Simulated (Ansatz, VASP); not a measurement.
**KI: VASP beside Ansatz**

```xyz
2
Lattice="0.0000 3.5328 3.5328 3.5328 0.0000 3.5328 3.5328 3.5328 0.0000" Properties=species:S:1:pos:R:3 pbc="T T T"
I     3.5328    3.5328    3.5328
K     0.0000    0.0000    0.0000
```

Alike in both runs: functional r2SCAN; k mesh 6 × 6 × 6; no spin polarisation.

|  | VASP | Ansatz |
| --- | --- | --- |
| version | VASP 6.6.1 | Ansatz 0.2.0 |
| potentials or method | VASP PAW PBE potentials, release 64 (I, K_sv) | Ansatz PAW |
| plane-wave cutoff (eV) | 520 | 500 |
| occupations | gaussian, width 0.01 eV | fixed |
| valence electrons in the cell | 16 | 26 |
| task | single point | band structure |

|  | VASP | Ansatz | Ansatz less VASP |
| --- | --- | --- | --- |
| gap on the k mesh at the Fermi level (eV) | 4.61 | 4.61 | +0.003 |
| least direct gap on the mesh (eV) | 4.61 | 4.61 | +0.003 |
| pressure (GPa) | 0.1 | 0.1 | 0.00 |

VASP's potentials were made for PBE, not for r2SCAN. VASP's potentials hold 16 valence electrons a cell and Ansatz's 26, so a difference there can come from the potentials and not from the codes.

Neither program's run includes spin-orbit coupling.
